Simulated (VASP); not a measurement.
Wanted: the native input for a VASP 6.6.1 run.

* Task: single point
* Functional: PBEsol
* Potentials or basis: VASP PAW PBE potentials, release 64 (Hf_pv)
* Cutoff: 500 eV
* k mesh: 20 × 20 × 20
* Occupations: gaussian, width 0.15 eV
* Spin: no spin polarisation
* Dipole correction: no
* Further INCAR settings: ALGO = Normal; EDIFF = 1e-06; NBANDS = 11

The structure of Hf lies in POSCAR:

```
Hf
1.0
   -0.2343581166      2.1092230496      2.1092230496
    2.1092230496     -0.2343581166      2.1092230496
    2.1092230496      2.1092230496     -0.2343581166
Hf
1
Direct
    0.0000000000      0.0000000000      0.0000000000
```

This cell differs from its parent crystal: ratio of the length along [111] to the lengths across it x 0.85, volume and fractional coordinates fixed.

These files were run (other wordings do the same):

INCAR

```
SYSTEM = Hf
PREC = Accurate
ENCUT = 500
EDIFF = 1E-6
ISMEAR = 0
SIGMA = 0.15
LREAL = .FALSE.
LASPH = .TRUE.
NELM = 120
ALGO = Normal
ISIF = 2
LWAVE = .FALSE.
LCHARG = .FALSE.
GGA = PS
NBANDS = 11
GGA_COMPAT = .FALSE.
```

KPOINTS

```
regular mesh
0
G
  20 20 20
  0 0 0
```

Potentials or basis: VASP PAW PBE potentials, release 64 (Hf_pv).

Launch:

```bash
$ cat potpaw_PBE.64/Hf_pv/POTCAR > POTCAR
$ mpirun -np 1 vasp_std > vasp.out
```

It gave:

```yaml
Pressure: -0.8 GPa
Band_gap_on_the_k_mesh: zero (band 5 reaches 6.00 eV, above the bottom of band 6 at 4.26 eV)
```

Caveat: the PAW data sets were made with another functional, which shifts forces and pressure a little; spin-orbit coupling is left out, which moves the levels of the heavy elements.

Run time: 42 s on 1 thread of Intel(R) Xeon(R) 6975P-C (Granite Rapids) (shared host), peak memory 0.29 GiB.
